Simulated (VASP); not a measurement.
Write the native input for VASP 6.6.1 that does the following.

- Task: relaxation of shape and atoms at fixed volume
- Functional: PBEsol
- Potentials or basis: VASP PAW PBE potentials, release 64 (Ba_sv, Te)
- Cutoff: 600 eV
- k mesh: 6 × 6 × 8
- Occupations: gaussian, width 0.05 eV
- Spin: no spin polarisation
- Dipole correction: no
- Further INCAR settings: ALGO = Normal; EDIFF = 1e-07; IBRION = 2; EDIFFG = -0.01; NSW = 60; ISIF = 4

The structure of BaTe lies in POSCAR:

```
BaTe
1.0
    5.8445605947      0.0000000000      0.0000000000
    0.0000000000      5.8445605947      0.0000000000
    0.0000000000      0.0000000000      4.1335867814
Ba Te
2 2
Direct
    0.5000000000      0.0000000000      0.5000000000
    0.0000000000      0.5000000000      0.5000000000
    0.0000000000      0.0000000000      0.0000000000
    0.5000000000      0.5000000000      0.0000000000
```

These files were run (other wordings do the same):

INCAR

```
PREC = Accurate
ENCUT = 600
EDIFF = 1E-7
ISMEAR = 0
SIGMA = 0.05
LREAL = F
LASPH = T
NELM = 100
ALGO = Normal
ISIF = 4
LWAVE = F
LCHARG = F
GGA = PS
IBRION = 2
NSW = 60
EDIFFG = -0.01
```

KPOINTS

```
Automatic mesh
0
Gamma
  6 6 8
```

Potentials or basis: VASP PAW PBE potentials, release 64 (Ba_sv, Te).

Command:

```bash
$ cat potpaw_PBE.64/Ba_sv/POTCAR potpaw_PBE.64/Te/POTCAR > POTCAR
$ mpirun -np 1 vasp_std > vasp.out
```

It gave:

```
Pressure after relaxing : 1.4 GPa
Band gap on the k mesh  : 0.47 eV
```

Caveat: the relaxation stopped at its first step, so nothing moved; semilocal functionals underestimate gaps, and a narrow one can read as zero; the PAW data sets were made with another functional, which shifts forces and pressure a little; spin-orbit coupling is left out, which moves the levels of the heavy elements.

It took 3.9 min on 1 thread of Oxide Virtual Turin-like Processor, on a shared host, peak memory 0.34 GiB.
